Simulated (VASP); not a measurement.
# Si2Mo (I4/mmm) in VASP: notebook, part 2 of 3

VASP 6.6.1. Earlier steps stand in the parts before.

### 4 Single point, PBE

This run uses another cell than the first one, of the same volume but with other edges.

The input, INCAR:

```
ALGO     = Normal         # electronic algorithm
EDIFF    = 1E-6           # SCF threshold, eV
ENCUT    = 520            # plane-wave cutoff, eV
GGA      = PE             # functional
ISIF     = 2              # what is computed and relaxed
ISMEAR   = 0              # smearing method
LASPH    = T              # aspherical terms in the spheres
LCHARG   = T              # write CHGCAR
LELF     = T              # ELF
LREAL    = F              # projectors in reciprocal space
LVHAR    = T            
LWAVE    = F              # write WAVECAR
NBANDS   = 18             # bands
NELM     = 100            # most SCF steps
PREC     = Accurate       # precision mode
SIGMA    = 0.15           # smearing width, eV
```

The input, KPOINTS:

```
k-points
0
Gamma
  22 22 22
```

The input, POSCAR:

```
Si2Mo
1.0
   -1.6537550485      1.6537550485      3.7236590711
    1.6537550485     -1.6537550485      3.7236590711
    1.6537550485      1.6537550485     -3.7236590711
Si Mo
2 1
Direct
    0.3350991396      0.3350991396      0.0000000000
    0.6649008604      0.6649008604      0.0000000000
    0.0000000000      0.0000000000      0.0000000000
```

Potentials or basis: VASP PAW PBE potentials, release 64 (Si, Mo_sv).

The run is started by

```console
> cat potpaw_PBE.64/Si/POTCAR potpaw_PBE.64/Mo_sv/POTCAR > POTCAR
> mpirun -np 1 vasp_std > vasp.out
```

OUTCAR:

```text
EDIFF = 1E-6
   ENCUT = 520
   GGA = PE
   ISIF = 2
   ISMEAR = 0
   LASPH = T
   LREAL = F
   NELM = 100
   PREC = Accurate

 ion  position               nearest neighbor table
   1  0.335  0.335  0.000-   2 2.46   3 2.50   3 2.64   3 2.64   3 2.64   3 2.64   2 2.66   2 2.66
                             2 2.66   2 2.66
   2  0.665  0.665  0.000-   1 2.46   3 2.50   3 2.64   3 2.64   3 2.64   3 2.64   1 2.66   1 2.66
                             1 2.66   1 2.66
   3  0.000  0.000  0.000-   1 2.50   2 2.50   2 2.64   1 2.64   2 2.64   2 2.64   2 2.64   1 2.64
                             1 2.64   1 2.64

  LATTYP: Found a body centered tetragonal cell.
 ALAT       =     3.3075100970
 C/A-ratio  =     2.2516388231

  Lattice vectors:

 A1 = (  -1.6537550485,   1.6537550485,   3.7236590711)
 A2 = (   1.6537550485,  -1.6537550485,   3.7236590711)
 A3 = (   1.6537550485,   1.6537550485,  -3.7236590711)

Analysis of symmetry for initial positions (statically):
=====================================================================
 Subroutine PRICEL returns:
 Original cell was already a primitive cell.

 Routine SETGRP: Setting up the symmetry group for a
 body centered tetragonal supercell.

 Subroutine GETGRP returns: Found 16 space group operations
 (whereof 16 operations were pure point group operations)
 out of a pool of 16 trial point group operations.

The static configuration has the point symmetry D_4h.

Analysis of symmetry for dynamics (positions and initial velocities):
=====================================================================
 Subroutine PRICEL returns:
 Original cell was already a primitive cell.

 Routine SETGRP: Setting up the symmetry group for a
 body centered tetragonal supercell.

 Subroutine GETGRP returns: Found 16 space group operations
 (whereof 16 operations were pure point group operations)
 out of a pool of 16 trial point group operations.

The dynamic configuration has the point symmetry D_4h.

 Subroutine INISYM returns: Found 16 space group operations
 (whereof 16 operations are pure point group operations),
 and found     1 'primitive' translations

----------------------------------------------------------------------------------------

                                     Primitive cell

  volume of cell :      40.7354

  direct lattice vectors                    reciprocal lattice vectors
    -1.653755049  1.653755049  3.723659071     0.000000000  0.302342237  0.134276525
     1.653755049 -1.653755049  3.723659071     0.302342237  0.000000000  0.134276525
     1.653755049  1.653755049 -3.723659071     0.302342237  0.302342237  0.000000000

  length of vectors
     4.397209160  4.397209160  4.397209160     0.330818701  0.330818701  0.427576491

  position of ions in fractional coordinates (direct lattice)
     0.335099140  0.335099140  0.000000000
     0.664900860  0.664900860  0.000000000
     0.000000000  0.000000000  0.000000000

  ion indices of the primitive-cell ions
   primitive index   ion index
                 1           1
                 2           2
                 3           3

----------------------------------------------------------------------------------------

 KPOINTS: k-points

Automatic generation of k-mesh.
 Grid dimensions read from file:
 generate k-points for:   22   22   22

 Generating k-lattice:

  Cartesian coordinates                     Fractional coordinates (reciprocal lattice)
     0.000000000  0.013742829  0.006103478     0.045454545  0.000000000 -0.000000000
     0.013742829  0.000000000  0.006103478     0.000000000  0.045454545 -0.000000000
     0.013742829  0.013742829  0.000000000     0.000000000  0.000000000  0.045454545

  Length of vectors
     0.015037214  0.015037214  0.019435295

  Shift w.r.t. Gamma in fractional coordinates (k-lattice)
     0.000000000  0.000000000  0.000000000

 Subroutine IBZKPT returns following result:
 ===========================================

 Found    834 irreducible k-points:

 Following reciprocal coordinates:
            Coordinates               Weight
  0.000000  0.000000  0.000000      1.000000
  0.045455  0.000000 -0.000000      8.000000
  0.090909  0.000000 -0.000000      8.000000
  0.136364  0.000000 -0.000000      8.000000
  0.181818  0.000000  0.000000      8.000000
  0.227273  0.000000 -0.000000      8.000000
[... 16 lines left out ...]
  0.500000  0.045455 -0.000000     16.000000
 -0.454545  0.045455  0.000000     16.000000
 [... further k-points ...]
   k-points           NKPTS =    834   k-points in BZ     NKDIM =    834   number of bands    NBANDS=     18
   number of dos      NEDOS =    301   number of ions     NIONS =      3
   total plane-waves  NPLWV =  46656
   dimension x,y,z NGX =    36 NGY =   36 NGZ =   36
   dimension x,y,z NGXF=    72 NGYF=   72 NGZF=   72
   ions per type =               2   1
   NGX,Y,Z   is equivalent  to a cutoff of  13.61, 13.61, 13.61 a.u.
   NGXF,Y,Z  is equivalent  to a cutoff of  27.22, 27.22, 27.22 a.u.
 SYSTEM =  unknown system
   PREC   = accura    normal or accurate (medium, high low for compatibility)
   ISTART =      0    job   : 0-new  1-cont  2-samecut
   ICHARG =      2    charge: 1-file 2-atom 10-const
   ISPIN  =      1    spin polarized calculation?
   LNONCOLLINEAR =      F non collinear calculations
   LSORBIT =      F    spin-orbit coupling
   LASPH  =      T    aspherical Exc in radial PAW
   ENCUT  =  520.0 eV  38.22 Ry    6.18 a.u.   8.18  8.18  8.18*2*pi/ulx,y,z
   NELM   =    100;   NELMIN=  2; NELMDL= -5     # of ELM steps
   EDIFF  = 0.1E-05   stopping-criterion for ELM
   LREAL  =      F    real-space projection
   EDIFFG = 0.1E-04   stopping-criterion for IOM
   NSW    =      0    number of steps for IOM
   IBRION =     -1    ionic relax: 0-MD 1-quasi-New 2-CG
   NFREE  =      0    steps in history (QN), initial steepest desc. (CG)
   ISIF   =      2    stress and relaxation
   ISYM   =      2    0-nonsym 1-usesym 2-fastsym
   POTIM  = 0.5000    time-step for ionic-motion
   TEBEG  =    0.0;   TEEND  =   0.0 temperature during run
   PSTRESS=    0.0 pullay stress
   NELECT =      22.0000    total number of electrons
   NUPDOWN=      -1.0000    fix difference up-down
   EMIN   =  10.00;   EMAX   =-10.00  energy-range for DOS
   EFERMI =   0.00;   METHOD = LEGACY
   ISMEAR =     0;   SIGMA  =   0.15  broadening in eV -4-tet -1-fermi 0-gaus
   EFERMI_NEDOS =   21; number of points for ismear=-14 and -15
   IALGO  =     38    algorithm
   IMIX   =      4    mixing-type and parameters
     AMIX     =   0.40;   BMIX     =  1.00
     AMIX_MAG =   1.60;   BMIX_MAG =  1.00
  volume/ion in A,a.u.               =      13.58        91.63
  Fermi-wavevector in a.u.,A,eV,Ry     =   1.333189  2.519361 24.182889  1.777392
  Thomas-Fermi vector in A             =   2.462066
   LORBIT       =      0    0 simple, 1 ext, 2 COOP (PROOUT), +10 PAW based schemes
   GGA     = PE    functional components
   LHFCALC =     F    Hartree Fock is set to
   AEXX    =    0.0000 exact exchange contribution
   IVDW    =     0    specifies the selected vdW correction
   LEPSILON=     F    determine dielectric tensor
   LRPA    =     F    only Hartree local field effects (RPA)
 non-spin polarized calculation
 Gauss-broadening in eV      SIGMA  =   0.15
  energy-cutoff  :      520.00
  volume of cell :       40.74
 maximum number of plane-waves:      1138
 NGX is ok and might be reduce to    36

 number of electron      22.0000000 magnetization

 Free energy of the ion-electron system (eV)
  ---------------------------------------------------
  ext. energy  EPLUGINS =         0.00000000
  ---------------------------------------------------
  free energy    TOTEN  =       -23.02205082 eV

  energy without entropy =      -23.01938499  energy(sigma->0) =      -23.02071791

 E-fermi :  11.8225     XC(G=0): -12.3544

 val. band max:       11.8142867542   @ k =  -0.1818  -0.1818   0.1364
 cond. band min:      11.8311359498   @ k =  -0.4545  -0.4545   0.3182
 fundamental gap:      0.0168491956
 Fermi energy:        11.8224774031

 k-point     1 :       0.0000    0.0000    0.0000
  band No.  band energies     occupation
      1     -48.6979      2.00000
      2     -22.8305      2.00000
      3     -22.8305      2.00000
      4     -22.7981      2.00000
      5      -1.2366      2.00000
      6       5.8765      2.00000
[... 10 lines left out ...]
     17      17.4367      0.00000
     18      17.4367      0.00000
[... 463 lines left out ...]
 k-point    24 :      -0.4545    0.0455    0.0000
  band No.  band energies     occupation
      1     -48.6856      2.00000
      2     -23.0124      2.00000
      3     -22.8176      2.00000
      4     -22.7911      2.00000
      5       1.8834      2.00000
      6       3.2144      2.00000
[... 10 lines left out ...]
     17      18.7371      0.00000
     18      19.9185      0.00000

 [... further k-points ...]
[... 5 lines left out ...]
  --------------------------------------------------------------------------------------
  -------------------------------------------------------------------------------------
  Total       -2.1333491     -2.1333491      6.8516551      0.0000000      0.0000000      0.0000000
  in kB      -83.9073946    -83.9073946    269.4845088      0.0000000      0.0000000      0.0000000
  external PRESSURE =      33.8899065 kB  Pullay stress =       0.0000000 kB

 VOLUME and BASIS-vectors are now :
 -----------------------------------------------------------------------------
  energy-cutoff  :      520.00
  volume of cell :       40.74
      direct lattice vectors                 reciprocal lattice vectors
    -1.653755049  1.653755049  3.723659071     0.000000000  0.302342237  0.134276525
     1.653755049 -1.653755049  3.723659071     0.302342237  0.000000000  0.134276525
     1.653755049  1.653755049 -3.723659071     0.302342237  0.302342237  0.000000000

 POSITION                                       TOTAL-FORCE (eV/Angst)
 -----------------------------------------------------------------------------------
      0.00000      0.00000      2.49559        -0.000000     -0.000000     -0.021548
      0.00000      0.00000      4.95173        -0.000000     -0.000000      0.021548
      0.00000      0.00000      0.00000         0.000000      0.000000      0.000000
 -----------------------------------------------------------------------------------
    total drift:                               -0.000000     -0.000000      0.000000

  FREE ENERGIE OF THE ION-ELECTRON SYSTEM (eV)
  ---------------------------------------------------
  free  energy   TOTEN  =       -23.0220508167 eV

  energy  without entropy=      -23.0193849936  energy(sigma->0) =      -23.02071791
```

Wall time 8.5 min (1 thread of AMD EPYC 9R45 (Zen 5), shared host); peak memory 0.64 GiB.

Results:

- Free energy: -23.0221 eV
- Pressure: 3.4 GPa
- Largest force: 0.022 eV/Å
- Band gap on the k mesh: zero (bands 11 and 12 overlap by 0.62 eV)

Forces in eV/Å, atoms in the order of the input:
```
Si   0.000  0.000 -0.022
Si   0.000  0.000  0.022
Mo   0.000  0.000  0.000
```

Caveat: the stress differs along the axes, from -8 to 27 GPa.

[end of part 2 of 3]

The gap in the log of VASP goes by the Fermi energy; the results here count the filled bands.